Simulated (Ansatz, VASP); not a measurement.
# One calculation of BaS, two programs

```xyz
2
Lattice="-0.0095 3.5194 3.5194 3.5194 -0.0095 3.5194 3.5099 3.5099 0.0000" Properties=species:S:1:pos:R:3 pbc="T T T"
Ba    0.0000    0.0000   -0.0044
S     1.7550    1.7550    1.7641
```

Change from the starting cell: shear_xy strain -0.5%.

Alike in both runs: task single point; functional r2SCAN; k mesh 6 × 6 × 6; no spin polarisation.

|  | VASP | Ansatz |
| --- | --- | --- |
| version | VASP 6.6.1 | Ansatz 0.2.0 |
| potentials or method | VASP PAW PBE potentials, release 64 (Ba_sv, S) | plane waves, PAW |
| plane-wave cutoff (eV) | 520 | 500 |
| occupations | gaussian, width 0.01 eV | fixed |
| valence electrons in the cell | 16 | 16 |

|  | VASP | Ansatz | Ansatz less VASP |
| --- | --- | --- | --- |
| gap on the k mesh at the Fermi level (eV) | 3.08 | 3.07 | -0.015 |
| pressure (GPa) | 0.4 | 0.0 | -0.41 |

VASP's potentials were made for PBE, not for r2SCAN.

Neither program's run includes spin-orbit coupling.
